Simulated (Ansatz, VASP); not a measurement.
SiGe3 in VASP and in Ansatz

```
Si Ge
1.0
     1.98702    1.14721    6.48753
    -1.98702    1.14721    6.48753
     0.00000   -2.29441    6.48753
Si Ge
1 3
Direct
  0.00001 0.00001 0.00001
  0.50004 0.50004 0.50004
  0.37325 0.37325 0.37325
  0.87670 0.87670 0.87670
```

Alike in both runs: task single point; functional PBE; k mesh 6 × 6 × 6; no spin polarisation.

|  | VASP | Ansatz |
| --- | --- | --- |
| version | VASP 6.6.1 | Ansatz 0.2.0 |
| potentials or method | VASP PAW PBE potentials, release 64 (Si, Ge_d) | plane waves, PAW |
| plane-wave cutoff (eV) | 520 | 420 |
| occupations | gaussian, width 0.01 eV | fixed |
| valence electrons in the cell | 46 | 46 |

|  | VASP | Ansatz | Ansatz less VASP |
| --- | --- | --- | --- |
| gap on the k mesh at the Fermi level (eV) | 0.35 | 0.35 | -0.004 |
| pressure (GPa) | 2.1 | 2.1 | +0.07 |
| traceless stress, the component that is largest in VASP (GPa) | -0.15 | -0.15 | -0.007 |
| rms of the force components (eV/Å) | 0.008 | 0.008 | +0.0001 |

Atom by atom the forces differ by 0.002 eV/Å (rms over components).
